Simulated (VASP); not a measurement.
A run of VASP 6.6.1 is set up as follows.

INCAR

```
PREC = Accurate ; ENCUT = 520
EDIFF = 1E-6 ; ISMEAR = -1
SIGMA = 0.08 ; LREAL = F
LASPH = T ; NELM = 100
ALGO = Normal ; ISIF = 2
LWAVE = F ; LCHARG = F
GGA = PE ; NBANDS = 17
```

File KPOINTS:

```
regular mesh
0
Gamma
  10 10 10
```

File POSCAR:

```
Ca
1.0
    0.0000000000      3.1540511503      3.1540511503
    3.1540511503      0.0000000000      3.1540511503
    3.1540511503      3.1540511503      0.0000000000
Ca
2
Direct
   -0.1250000000     -0.1250000000     -0.1250000000
    0.1250000000      0.1250000000      0.1250000000
```

Potentials or basis: VASP PAW PBE potentials, release 64 (Ca_sv).

Run with:

```sh
$ cat potpaw_PBE.64/Ca_sv/POTCAR > POTCAR
$ mpirun -np 1 vasp_std > vasp.out
```

(1) Predict the pressure.

(2) Predict the band gap on the k mesh.

Results:

(1) 6.2 GPa.

(2) zero (bands 10 and 11 overlap by 0.41 eV).

Caveat: the cell stands under pressure.
